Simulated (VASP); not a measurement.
# Lu (Im-3m) in VASP: further runs, part 2 of 2

VASP 6.6.1. The steps go on from the part before.

## (3) Single point, PBE (30.87 Å³/atom)

This run uses another cell than the first one, of 30.87 Å³/atom.

INCAR reads:

```
ALGO     = Normal         # electronic algorithm
EDIFF    = 1E-6           # SCF threshold, eV
ENCUT    = 520            # plane-wave cutoff, eV
GGA      = PE             # functional
ISIF     = 2              # what is computed and relaxed
ISMEAR   = -1             # smearing method
LASPH    = True           # aspherical terms in the spheres
LCHARG   = False          # write CHGCAR
LREAL    = False          # projectors in reciprocal space
LWAVE    = False          # write WAVECAR
NBANDS   = 18             # bands
NELM     = 100            # most SCF steps
PREC     = Accurate       # precision mode
SIGMA    = 0.1            # smearing width, eV
```

KPOINTS reads:

```
k-points
0
Gamma
  13 13 13
```

POSCAR reads:

```
Lu
1.0
   -1.9762604588      1.9762604588      1.9762604588
    1.9762604588     -1.9762604588      1.9762604588
    1.9762604588      1.9762604588     -1.9762604588
Lu
1
Direct
    0.0000000000      0.0000000000      0.0000000000
```

Potentials or basis: VASP PAW PBE potentials, release 64 (Lu).

Run with:

```sh
$ cat potpaw_PBE.64/Lu/POTCAR > POTCAR
$ mpirun -np 1 vasp_std > vasp.out
```

OUTCAR:

```text
EDIFF = 1E-6
   ENCUT = 520
   GGA = PE
   ISIF = 2
   ISMEAR = -1
   LASPH = True
   LREAL = False
   NELM = 100
   PREC = Accurate

 ion  position               nearest neighbor table
   1  0.000  0.000  0.000-

  LATTYP: Found a body centered cubic cell.
 ALAT       =     3.9525209176

  Lattice vectors:

 A1 = (  -1.9762604588,   1.9762604588,   1.9762604588)
 A2 = (   1.9762604588,  -1.9762604588,   1.9762604588)
 A3 = (   1.9762604588,   1.9762604588,  -1.9762604588)

[... 182 lines left out ...]
      2     -24.8417      2.00000
      3     -24.8417      2.00000
      4     -24.8417      2.00000
      5      -3.8582      2.00000
      6      -3.1230      2.00000
[... 481 lines left out ...]
      5      -3.1070      2.00000
      6      -3.0940      2.00000
[... 10 lines left out ...]
     17       7.1058      0.00000
     18      11.8314      0.00000

 [... further k-points ...]
[... 5 lines left out ...]
  --------------------------------------------------------------------------------------
  -------------------------------------------------------------------------------------
  Total       -0.2834968     -0.2834968     -0.2834968      0.0000000      0.0000000      0.0000000
  in kB      -14.7118134    -14.7118134    -14.7118134      0.0000000      0.0000000      0.0000000
  external PRESSURE =     -14.7118134 kB  Pullay stress =       0.0000000 kB

 VOLUME and BASIS-vectors are now :
 -----------------------------------------------------------------------------
  energy-cutoff  :      520.00
  volume of cell :       30.87
      direct lattice vectors                 reciprocal lattice vectors
    -1.976260459  1.976260459  1.976260459     0.000000000  0.253003089  0.253003089
     1.976260459 -1.976260459  1.976260459     0.253003089  0.000000000  0.253003089
     1.976260459  1.976260459 -1.976260459     0.253003089  0.253003089  0.000000000

 POSITION                                       TOTAL-FORCE (eV/Angst)
 -----------------------------------------------------------------------------------
      0.00000      0.00000      0.00000        -0.000000     -0.000000      0.000000
 -----------------------------------------------------------------------------------
    total drift:                               -0.000000     -0.000000     -0.000000

  FREE ENERGIE OF THE ION-ELECTRON SYSTEM (eV)
  ---------------------------------------------------
  free  energy   TOTEN  =        -4.4124766048 eV

  energy  without entropy=       -4.3395171140  energy(sigma->0) =       -4.37599686
```

OSZICAR:

```text
N       E                     dE             d eps       ncg     rms          rms(c)
DAV:   1     0.824481327658E+02    0.82448E+02   -0.10308E+04  3788   0.461E+03
DAV:   2     0.143628474229E+01   -0.81012E+02   -0.79522E+02  3184   0.362E+02
DAV:   3    -0.430243755858E+01   -0.57387E+01   -0.56783E+01  3462   0.724E+01
DAV:   4    -0.450234006084E+01   -0.19990E+00   -0.19896E+00  4306   0.111E+01
DAV:   5    -0.450651897294E+01   -0.41789E-02   -0.41764E-02  3578   0.141E+00    0.358E+00
DAV:   6    -0.443736519315E+01    0.69154E-01   -0.17992E-01  4898   0.639E+00    0.174E+00
DAV:   7    -0.441425083746E+01    0.23114E-01   -0.40473E-02  4086   0.159E+00    0.303E-01
DAV:   8    -0.441230584998E+01    0.19450E-02   -0.48940E-03  4704   0.811E-01    0.112E-01
DAV:   9    -0.441247539111E+01   -0.16954E-03   -0.49183E-04  3548   0.267E-01    0.404E-02
DAV:  10    -0.441247585258E+01   -0.46148E-06   -0.77867E-05  4114   0.920E-02    0.129E-02
DAV:  11    -0.441247686149E+01   -0.10089E-05   -0.57122E-06  3458   0.253E-02    0.623E-03
DAV:  12    -0.441247660484E+01    0.25664E-06   -0.48914E-07  2004   0.943E-03
   1 F= -.44124766E+01 E0= -.43759969E+01  d E =-.729595E-01
```

stdout:

```text
POSCAR found type information on POSCAR Lu
 POSCAR found :  1 types and       1 ions
 scaLAPACK will be used
 LDA part: xc-table for (Slater+PW92), standard interpolation
 POSCAR, INCAR and KPOINTS ok, starting setup
 FFT: planning ... GRIDC
 FFT: planning ... GRID_SOFT
 FFT: planning ... GRID
 WAVECAR not read
 entering main loop
```

Run time: 30 s. Hardware: 1 thread of Intel Xeon 6975P-C (Granite Rapids), shared host; peak memory 0.2 GiB.

Results:

```yaml
Free_energy: -4.4125 eV
Pressure: -1.5 GPa
Band_gap_on_the_k_mesh: zero (an odd number of electrons rules out a gap without spin polarisation)
```

Caveat: spin-orbit coupling is left out, which moves the levels of the heavy elements.

## (4) Single point, PBE (32.06 Å³/atom)

This run uses another cell than the first one, of 32.06 Å³/atom.

INCAR reads:

```
PREC = Accurate ; ENCUT = 520
EDIFF = 1E-7 ; ISMEAR = -1
SIGMA = 0.1 ; LREAL = False
LASPH = True ; NELM = 100
ALGO = Normal ; ISIF = 2
LWAVE = False ; LCHARG = False
GGA = PE ; NBANDS = 18
```

KPOINTS reads:

```
Automatic mesh
0
Gamma
  13 13 13
```

POSCAR reads:

```
Lu
1.0
   -2.0012790699      2.0012790699      2.0012790699
    2.0012790699     -2.0012790699      2.0012790699
    2.0012790699      2.0012790699     -2.0012790699
Lu
1
Direct
    0.0000000000      0.0000000000      0.0000000000
```

Run with:

```sh
$ cat potpaw_PBE.64/Lu/POTCAR > POTCAR
$ mpirun -np 1 vasp_std > vasp.out
```

Wall time 29 s (1 thread of Intel Xeon 6975P-C (Granite Rapids), shared host); peak memory 0.2 GiB.

It converged, with:

```yaml
Free_energy: -4.3968 eV
Pressure: -2.8 GPa
Band_gap_on_the_k_mesh: zero (an odd number of electrons rules out a gap without spin polarisation)
```

Levels at points of the mesh, in eV from the Fermi level:
```
           k point  band 8  band 9  band 10  band 11  band 12  band 13  band 14  band 15  band 16  band 17
(0.00, 0.00, 0.00)   -5.33   -5.25    -5.25    -5.25    -5.24     2.03     2.03     2.03     4.06     4.06
```

Caveat: spin-orbit coupling is left out, which moves the levels of the heavy elements.

## (5) Single point, PBE (33.25 Å³/atom)

This run uses another cell than the first one, of 33.25 Å³/atom.

INCAR reads:

```
  ALGO = Normal
  EDIFF = 1E-7
  ENCUT = 520
  GGA = PE
  ISIF = 2
  ISMEAR = -1
  LASPH = T
  LCHARG = F
  LREAL = F
  LWAVE = F
  NBANDS = 18
  NELM = 60
  PREC = Accurate
  SIGMA = 0.1
```

KPOINTS reads:

```
k-points
0
Gamma
  13 13 13
```

POSCAR reads:

```
Lu
1.0
   -2.0256873178      2.0256873178      2.0256873178
    2.0256873178     -2.0256873178      2.0256873178
    2.0256873178      2.0256873178     -2.0256873178
Lu
1
Direct
    0.0000000000      0.0000000000      0.0000000000
```

Run with:

```sh
$ cat potpaw_PBE.64/Lu/POTCAR > POTCAR
$ mpirun -np 1 vasp_std > vasp.out
```

Run time: 28 s. Hardware: 1 thread of Intel Xeon 6975P-C (Granite Rapids), shared host; peak memory 0.21 GiB.

The run converged. Its results:

```yaml
Free_energy: -4.3717 eV
Pressure: -4.0 GPa
Band_gap_on_the_k_mesh: zero (an odd number of electrons rules out a gap without spin polarisation)
```

Levels at points of the mesh, in eV from the Fermi level:
| k point | band 8 | band 9 | band 10 | band 11 | band 12 | band 13 | band 14 | band 15 | band 16 | band 17 |
| --- | --- | --- | --- | --- | --- | --- | --- | --- | --- | --- |
| (0.00, 0.00, 0.00) | -5.40 | -5.34 | -5.34 | -5.34 | -5.32 | 1.99 | 1.99 | 1.99 | 3.95 | 3.95 |

Caveat: the cell stands under tension; spin-orbit coupling is left out, which moves the levels of the heavy elements.

## (6) Summary

| cell | gap on the mesh (eV) | pressure (GPa) |
| --- | --- | --- |
| a = 3.379 Å, angles 109.5°, 1 atom | none | 0.1 |
| a = 3.423 Å, angles 109.5°, 1 atom | none | -1.5 |
| a = 3.466 Å, angles 109.5°, 1 atom | none | -2.8 |
| a = 3.509 Å, angles 109.5°, 1 atom | none | -4.0 |

Alike in all rows: task single point; level PBE; potentials or basis VASP PAW PBE potentials, release 64 (Lu); no spin polarisation; k mesh 13 × 13 × 13; cutoff (eV) 520; smearing fermi-dirac 0.1 eV.

Caveats: spin-orbit coupling is left out, which moves the levels of the heavy elements; the cell stands under tension (at least some runs).

Absolute energies hang on the potentials; compare differences alone.
